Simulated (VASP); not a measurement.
# ZrB2 (P6/mmm) in VASP: a series of runs

The runs below take ZrB2 through single point, with PBE+D4, PBE, r2SCAN+rVV10.

Everything below comes from runs of VASP 6.6.1. Logs are shortened: lines on timing, memory, paths and dates and some standing lists are left out, and cuts for length are marked.

**1. The cell of the first run**

Symmetry: P6/mmm, No. 191, hexagonal system. The conventional cell has a = 3.152 Å, b = 3.152 Å, c = 3.498 Å, α = 90.00°, β = 90.00°, γ = 120.00°. Zr (site symmetry 6/mmm) has 12 B at 2.52 Å and 6 Zr at 3.15 Å within 3.3 Å. B (site symmetry -6m2) has 3 B at 1.82 Å within 2.4 Å.

**2. Single point, PBE+D4**

File INCAR:

```
SYSTEM = ZrB2
PREC     = Accurate       ! precision mode
ENCUT    = 520            ! plane-wave cutoff, eV
EDIFF    = 1E-7           ! SCF threshold, eV
ISMEAR   = 1              ! smearing method
SIGMA    = 0.15           ! smearing width, eV
LREAL    = .FALSE.        ! projectors in reciprocal space
LASPH    = .TRUE.         ! aspherical terms in the spheres
NELM     = 60             ! most SCF steps
ALGO     = Normal         ! electronic algorithm
ISIF     = 2              ! what is computed and relaxed
LWAVE    = .FALSE.        ! write WAVECAR
LCHARG   = .FALSE.        ! write CHGCAR
GGA      = PE             ! functional
IVDW     = 13             ! dispersion correction
NBANDS   = 16             ! bands
```

File KPOINTS:

```
Automatic mesh
0
G
  12 12 9
  0 0 0
```

File POSCAR:

```
ZrB2
1.0
    3.1524172087      0.0000000000      0.0000000000
   -1.5762086044      2.7300733861      0.0000000000
    0.0000000000      0.0000000000      3.4983265155
Zr B
1 2
Direct
    0.0000000000      0.0000000000      0.0000000000
    0.3333333333      0.6666666667      0.5000000000
    0.6666666667      0.3333333333      0.5000000000
```

Potentials or basis: VASP PAW PBE potentials, release 64 (Zr_sv, B).

Run with:

```bash
$ cat potpaw_PBE.64/Zr_sv/POTCAR potpaw_PBE.64/B/POTCAR > POTCAR
$ mpirun -np 1 vasp_std > vasp.out
```

OUTCAR:

```text
SYSTEM = ZrB2
   PREC = Accurate
   ENCUT = 520
   EDIFF = 1E-7
   ISMEAR = 1
   LREAL = .FALSE.
   LASPH = .TRUE.
   NELM = 60
   ISIF = 2
   GGA = PE
   IVDW = 13

 ion  position               nearest neighbor table
   1  0.000  0.000  0.000-   2 2.52   3 2.52   2 2.52   3 2.52   3 2.52   3 2.52   2 2.52   2 2.52
                             3 2.52   3 2.52   2 2.52   2 2.52
   2  0.333  0.667  0.500-   3 1.82   3 1.82   3 1.82   1 2.52   1 2.52   1 2.52   1 2.52   1 2.52
                             1 2.52
   3  0.667  0.333  0.500-   2 1.82   2 1.82   2 1.82   1 2.52   1 2.52   1 2.52   1 2.52   1 2.52
                             1 2.52

  LATTYP: Found a hexagonal cell.
 ALAT       =     3.1524172087
 C/A-ratio  =     1.1097282764

  Lattice vectors:

 A1 = (   3.1524172087,   0.0000000000,   0.0000000000)
 A2 = (  -1.5762086044,   2.7300733861,   0.0000000000)
 A3 = (   0.0000000000,   0.0000000000,   3.4983265155)

Analysis of symmetry for initial positions (statically):
=====================================================================
 Subroutine PRICEL returns:
 Original cell was already a primitive cell.

 Routine SETGRP: Setting up the symmetry group for a
 hexagonal supercell.

 Subroutine GETGRP returns: Found 24 space group operations
 (whereof 24 operations were pure point group operations)
 out of a pool of 24 trial point group operations.

The static configuration has the point symmetry D_6h.

Analysis of symmetry for dynamics (positions and initial velocities):
=====================================================================
 Subroutine PRICEL returns:
 Original cell was already a primitive cell.

 Routine SETGRP: Setting up the symmetry group for a
 hexagonal supercell.

 Subroutine GETGRP returns: Found 24 space group operations
 (whereof 24 operations were pure point group operations)
 out of a pool of 24 trial point group operations.

The dynamic configuration has the point symmetry D_6h.

 Subroutine INISYM returns: Found 24 space group operations
 (whereof 24 operations are pure point group operations),
 and found     1 'primitive' translations

----------------------------------------------------------------------------------------

                                     Primitive cell

  volume of cell :      30.1078

  direct lattice vectors                    reciprocal lattice vectors
     3.152417209  0.000000000  0.000000000     0.317216895  0.183145260  0.000000000
    -1.576208604  2.730073386  0.000000000     0.000000000  0.366290520  0.000000000
     0.000000000  0.000000000  3.498326516     0.000000000  0.000000000  0.285850962

  length of vectors
     3.152417209  3.152417209  3.498326516     0.366290520  0.366290520  0.285850962

  position of ions in fractional coordinates (direct lattice)
     0.000000000  0.000000000  0.000000000
     0.333333333  0.666666667  0.500000000
     0.666666667  0.333333333  0.500000000

  ion indices of the primitive-cell ions
   primitive index   ion index
                 1           1
                 2           2
                 3           3

----------------------------------------------------------------------------------------

 KPOINTS: Automatic mesh

Automatic generation of k-mesh.
 Grid dimensions read from file:
 generate k-points for:   12   12    9

 Generating k-lattice:

  Cartesian coordinates                     Fractional coordinates (reciprocal lattice)
     0.026434741  0.015262105  0.000000000     0.083333333  0.000000000  0.000000000
     0.000000000  0.030524210  0.000000000     0.000000000  0.083333333  0.000000000
     0.000000000  0.000000000  0.031761218     0.000000000  0.000000000  0.111111111

  Length of vectors
     0.030524210  0.030524210  0.031761218

  Shift w.r.t. Gamma in fractional coordinates (k-lattice)
     0.000000000  0.000000000  0.000000000

 Subroutine IBZKPT returns following result:
 ===========================================

 Found     95 irreducible k-points:

 Following reciprocal coordinates:
            Coordinates               Weight
  0.000000  0.000000  0.000000      1.000000
  0.083333 -0.000000  0.000000      6.000000
  0.166667 -0.000000  0.000000      6.000000
  0.250000  0.000000  0.000000      6.000000
  0.333333  0.000000  0.000000      6.000000
  0.416667  0.000000  0.000000      6.000000
[... 16 lines left out ...]
  0.250000  0.000000  0.111111     12.000000
  0.333333  0.000000  0.111111     12.000000
 [... further k-points ...]
   k-points           NKPTS =     95   k-points in BZ     NKDIM =     95   number of bands    NBANDS=     16
   number of dos      NEDOS =    301   number of ions     NIONS =      3
   total plane-waves  NPLWV =  16128
   dimension x,y,z NGX =    24 NGY =   24 NGZ =   28
   dimension x,y,z NGXF=    48 NGYF=   48 NGZF=   56
   ions per type =               1   2
   NGX,Y,Z   is equivalent  to a cutoff of  12.66, 12.66, 13.31 a.u.
   NGXF,Y,Z  is equivalent  to a cutoff of  25.31, 25.31, 26.61 a.u.
 SYSTEM =  ZrB2
   PREC   = accura    normal or accurate (medium, high low for compatibility)
   ISTART =      0    job   : 0-new  1-cont  2-samecut
   ICHARG =      2    charge: 1-file 2-atom 10-const
   ISPIN  =      1    spin polarized calculation?
   LNONCOLLINEAR =      F non collinear calculations
   LSORBIT =      F    spin-orbit coupling
   LASPH  =      T    aspherical Exc in radial PAW
   ENCUT  =  520.0 eV  38.22 Ry    6.18 a.u.   5.86  5.86  6.50*2*pi/ulx,y,z
   NELM   =     60;   NELMIN=  2; NELMDL= -5     # of ELM steps
   EDIFF  = 0.1E-06   stopping-criterion for ELM
   LREAL  =      F    real-space projection
   EDIFFG = 0.1E-05   stopping-criterion for IOM
   NSW    =      0    number of steps for IOM
   IBRION =     -1    ionic relax: 0-MD 1-quasi-New 2-CG
   NFREE  =      0    steps in history (QN), initial steepest desc. (CG)
   ISIF   =      2    stress and relaxation
   ISYM   =      2    0-nonsym 1-usesym 2-fastsym
   POTIM  = 0.5000    time-step for ionic-motion
   TEBEG  =    0.0;   TEEND  =   0.0 temperature during run
   PSTRESS=    0.0 pullay stress
   NELECT =      18.0000    total number of electrons
   NUPDOWN=      -1.0000    fix difference up-down
   EMIN   =  10.00;   EMAX   =-10.00  energy-range for DOS
   EFERMI =   0.00;   METHOD = LEGACY
   ISMEAR =     1;   SIGMA  =   0.15  broadening in eV -4-tet -1-fermi 0-gaus
   EFERMI_NEDOS =   21; number of points for ismear=-14 and -15
   IALGO  =     38    algorithm
   IMIX   =      4    mixing-type and parameters
     AMIX     =   0.40;   BMIX     =  1.00
     AMIX_MAG =   1.60;   BMIX_MAG =  1.00
  volume/ion in A,a.u.               =      10.04        67.73
  Fermi-wavevector in a.u.,A,eV,Ry     =   1.379133  2.606184 25.878395  1.902008
  Thomas-Fermi vector in A             =   2.504131
   LORBIT       =      0    0 simple, 1 ext, 2 COOP (PROOUT), +10 PAW based schemes
   GGA     = PE    functional components
   LHFCALC =     F    Hartree Fock is set to
   AEXX    =    0.0000 exact exchange contribution
   IVDW    =    13    specifies the selected vdW correction
   LEPSILON=     F    determine dielectric tensor
   LRPA    =     F    only Hartree local field effects (RPA)
 non-spin polarized calculation
 Methfessel and Paxton  Order N= 1 SIGMA  =   0.15
  energy-cutoff  :      520.00
  volume of cell :       30.11
 maximum number of plane-waves:       832
 NGX is ok and might be reduce to    24
   NGX = 11   NGY = 11   NGZ = 13

 number of electron      18.0000000 magnetization

 Free energy of the ion-electron system (eV)
  ---------------------------------------------------
  ext. energy  EPLUGINS =         0.00000000
  ---------------------------------------------------
  free energy    TOTEN  =       -24.96557866 eV

  energy without entropy =      -24.96588009  energy(sigma->0) =      -24.96567913

 E-fermi :  10.8666     XC(G=0): -12.5428

 val. band max:       10.8387456390   @ k =   0.1667   0.1667   0.1111
 cond. band min:      10.9176238307   @ k =   0.1667   0.1667   0.2222
 fundamental gap:      0.0788781917
 Fermi energy:        10.8666322328

 k-point     1 :       0.0000    0.0000    0.0000
  band No.  band energies     occupation
      1     -37.7981      2.00000
      2     -15.9948      2.00000
      3     -15.4187      2.00000
      4     -15.4187      2.00000
      5      -2.0607      2.00000
      6       8.0589      2.00000
[... 8 lines left out ...]
     15      15.9585      0.00000
     16      15.9585      0.00000

 k-point     2 :       0.0833   -0.0000    0.0000
  band No.  band energies     occupation
      1     -37.7898      2.00000
      2     -15.9825      2.00000
      3     -15.4907      2.00000
      4     -15.4342      2.00000
      5      -1.9187      2.00000
      6       7.6527      2.00000
[... 8 lines left out ...]
     15      16.5632      0.00000
     16      16.9073      0.00000

 k-point     3 :       0.1667   -0.0000    0.0000
  band No.  band energies     occupation
      1     -37.7671      2.00000
      2     -15.9489      2.00000
      3     -15.6829      2.00000
      4     -15.4763      2.00000
      5      -1.5101      2.00000
      6       6.6907      2.00000
[... 8 lines left out ...]
     15      17.6430      0.00000
     16      17.7685      0.00000

 k-point     4 :       0.2500    0.0000    0.0000
  band No.  band energies     occupation
      1     -37.7359      2.00000
      2     -15.9359      2.00000
      3     -15.9025      2.00000
      4     -15.5332      2.00000
      5      -0.8765      2.00000
      6       5.5250      2.00000
[... 8 lines left out ...]
     15      18.0491      0.00000
     16      19.6673      0.00000
[... 324 lines left out ...]
 k-point    22 :       0.1667   -0.0000    0.1111
  band No.  band energies     occupation
      1     -37.7646      2.00000
      2     -15.9961      2.00000
      3     -15.6776      2.00000
      4     -15.4725      2.00000
      5      -1.3459      2.00000
      6       6.6737      2.00000
[... 8 lines left out ...]
     15      17.6780      0.00000
     16      18.4351      0.00000

 k-point    23 :       0.2500    0.0000    0.1111
  band No.  band energies     occupation
      1     -37.7335      2.00000
      2     -15.9537      2.00000
      3     -15.9229      2.00000
      4     -15.5290      2.00000
      5      -0.7439      2.00000
      6       5.4643      2.00000
[... 8 lines left out ...]
     15      18.2469      0.00000
     16      19.7929      0.00000

 k-point    24 :       0.3333    0.0000    0.1111
  band No.  band energies     occupation
      1     -37.7021      2.00000
      2     -16.1721      2.00000
      3     -15.8972      2.00000
      4     -15.5848      2.00000
      5       0.0262      2.00000
      6       4.2324      2.00000
[... 8 lines left out ...]
     15      18.6243      0.00000
     16      21.5829      0.00000

 [... further k-points ...]

------------------------ aborting loop because EDIFF is reached ----------------------------------------

  DFT-D4 for vdW energy calculation

  Edisp (eV):   -0.96590

  FORCE on cell =-STRESS in cart. coord.  units (eV):
  Direction    XX          YY          ZZ          XY          YZ          ZX
  --------------------------------------------------------------------------------------
  -------------------------------------------------------------------------------------
  Total       0.01687     0.01687     0.03904    -0.00000     0.00000     0.00000
  in kB       0.89777     0.89777     2.07772    -0.00000     0.00000     0.00000
  external pressure =        1.29 kB  Pullay stress =        0.00 kB

 VOLUME and BASIS-vectors are now :
 -----------------------------------------------------------------------------
  energy-cutoff  :      520.00
  volume of cell :       30.11
      direct lattice vectors                 reciprocal lattice vectors
     3.152417209  0.000000000  0.000000000     0.317216895  0.183145260  0.000000000
    -1.576208604  2.730073386  0.000000000     0.000000000  0.366290520  0.000000000
     0.000000000  0.000000000  3.498326516     0.000000000  0.000000000  0.285850962

 POSITION                                       TOTAL-FORCE (eV/Angst)
 -----------------------------------------------------------------------------------
      0.00000      0.00000      0.00000        -0.000000      0.000000      0.000000
     -0.00000      1.82005      1.74916        -0.000000     -0.000000      0.000000
      1.57621      0.91002      1.74916         0.000000      0.000000      0.000000
 -----------------------------------------------------------------------------------
    total drift:                               -0.000000      0.000000      0.000000

  FREE ENERGIE OF THE ION-ELECTRON SYSTEM (eV)
  ---------------------------------------------------
  free  energy   TOTEN  =       -25.9314756371 eV

  energy  without entropy=      -25.9317770648  energy(sigma->0) =      -25.93157611
```

It took 22 s on 1 thread of Intel Xeon Platinum 8488C (Sapphire Rapids), shared host; peak memory 0.17 GiB.

Results:

```
Free energy                : -25.9315 eV
Pressure                   : 0.1 GPa
Band gap on the k mesh     : zero (band 9 reaches 11.51 eV, above the bottom of band 10 at 10.23 eV)
Dispersion energy per atom : -0.322 eV
```

Caveat: pairwise dispersion overbinds metals, which lowers pressure and volume.

**3. Single point, PBE**

This run uses another cell than the first one, of 10.28 Å³/atom, 1.025 times its volume.

File INCAR:

```
ALGO = Normal ; EDIFF = 1E-6
ENCUT = 520 ; GGA = PE
ISIF = 2 ; ISMEAR = 1
LASPH = T ; LCHARG = F
LREAL = F ; LWAVE = F
NBANDS = 16 ; NELM = 60
PREC = Accurate ; SIGMA = 0.15
```

File KPOINTS:

```
k-points
0
Gamma
  12 12 9
```

File POSCAR:

```
ZrB2
1.0
    3.1707535541      0.0000000000      0.0000000000
   -1.5853767770      2.7459531270      0.0000000000
    0.0000000000      0.0000000000      3.5429057972
Zr B
1 2
Direct
    0.0000000000      0.0000000000      0.0000000000
    0.3333333333      0.6666666667      0.5000000000
    0.6666666667      0.3333333333      0.5000000000
```

Potentials or basis: VASP PAW PBE potentials, release 64 (Zr_sv, B).

Run with:

```bash
$ cat potpaw_PBE.64/Zr_sv/POTCAR potpaw_PBE.64/B/POTCAR > POTCAR
$ mpirun -np 1 vasp_std > vasp.out
```

It took 20 s on 1 thread of Intel Xeon Platinum 8488C (Sapphire Rapids), shared host; peak memory 0.17 GiB.

The run converged. Its results:

```
Free energy            : -24.9812 eV
Pressure               : 0.1 GPa
Band gap on the k mesh : zero (band 9 reaches 11.27 eV, above the bottom of band 10 at 9.94 eV)
```

Stress tensor (GPa, compression positive):
```
0.09 0.00 0.00
0.00 0.09 0.00
0.00 0.00 0.20
```

Levels at points of the mesh, in eV from the Fermi level:
| k point | band 5 | band 6 | band 7 | band 8 | band 9 | band 10 | band 11 | band 12 | band 13 | band 14 |
| --- | --- | --- | --- | --- | --- | --- | --- | --- | --- | --- |
| (0.00, 0.00, 0.00) | -12.82 | -2.71 | -2.71 | -2.69 | -2.47 | 3.28 | 3.28 | 4.04 | 4.04 | 4.77 |
| (0.50, 0.00, 0.00) | -9.05 | -8.61 | -4.00 | -3.15 | -2.77 | 2.12 | 2.19 | 4.82 | 4.87 | 6.39 |

**4. Single point, r2SCAN+rVV10**

This run uses another cell than the first one, of 10.24 Å³/atom, 1.021 times its volume.

File POSCAR:

```
ZrB2
1.0
    3.1637601696      0.0000000000      0.0000000000
   -1.5818800848      2.7398966783      0.0000000000
    0.0000000000      0.0000000000      3.5448990359
Zr B
1 2
Direct
    0.0000000000      0.0000000000      0.0000000000
    0.3333333333      0.6666666667      0.5000000000
    0.6666666667      0.3333333333      0.5000000000
```

File INCAR.step1:

```
PREC = Accurate
ENCUT = 520
ISMEAR = 1
SIGMA = 0.15
LREAL = False
LASPH = True
NELM = 60
NBANDS = 16
GGA = PE
ALGO = Normal
EDIFF = 1E-4
LWAVE = True
LCHARG = False
```

File INCAR.step2:

```
PREC = Accurate
ENCUT = 520
EDIFF = 1E-6
ISMEAR = 1
SIGMA = 0.15
LREAL = False
LASPH = True
NELM = 60
ALGO = Normal
ISIF = 2
LWAVE = False
LCHARG = False
METAGGA = R2SCAN
LMIXTAU = True
LUSE_VDW = True
IVDW_NL = 2
BPARAM = 11.95
CPARAM = 0.0093
NBANDS = 16
ISTART = 1
```

File KPOINTS:

```
Automatic mesh
0
Gamma
  12 12 9
```

Run with:

```bash
$ cat potpaw_PBE.64/Zr_sv/POTCAR potpaw_PBE.64/B/POTCAR > POTCAR
$ cp INCAR.step1 INCAR
$ mpirun -np 1 vasp_std > vasp.out
$ cp INCAR.step2 INCAR
$ mpirun -np 1 vasp_std > vasp.out
```

Wall time 1.7 min (1 thread of Intel Xeon Platinum 8488C (Sapphire Rapids), shared host); peak memory 0.26 GiB.

It converged, with:

| Property | Result |
| --- | --- |
| Free energy | -40.4424 eV |
| Pressure | 0.3 GPa |
| Band gap on the k mesh | zero (band 9 reaches 11.51 eV, above the bottom of band 10 at 10.03 eV) |

Levels at points of the mesh, in eV from the Fermi level:
```
           k point  band 6  band 7  band 8  band 9  band 10  band 11  band 12  band 13
(0.00, 0.00, 0.00)   -2.87   -2.87   -2.82   -2.77     3.50     3.50     4.28     4.28
(0.50, 0.00, 0.00)   -9.35   -4.30   -3.41   -2.92     2.15     2.33     5.08     5.14
```

Caveat: the PAW data sets were made with another functional, which shifts forces and pressure a little.

**5. Summary**

| level | cell | gap on the mesh (eV) | pressure (GPa) |
| --- | --- | --- | --- |
| PBE+D4 | a = 3.152, b = 3.152, c = 3.498 Å, angles 90.0, 90.0, 120.0°, 3 atoms | none | 0.1 |
| PBE | a = 3.171, b = 3.171, c = 3.543 Å, angles 90.0, 90.0, 120.0°, 3 atoms | none | 0.1 |
| r2SCAN+rVV10 | a = 3.164, b = 3.164, c = 3.545 Å, angles 90.0, 90.0, 120.0°, 3 atoms | none | 0.3 |

Alike in all rows: task single point; potentials or basis VASP PAW PBE potentials, release 64 (Zr_sv, B); no spin polarisation; k mesh 12 × 12 × 9; cutoff (eV) 520; smearing methfessel-paxton 0.15 eV.

Caveats: pairwise dispersion overbinds metals, which lowers pressure and volume (some runs); the PAW data sets were made with another functional, which shifts forces and pressure a little (some runs).

Absolute energies hang on the potentials; compare differences alone.
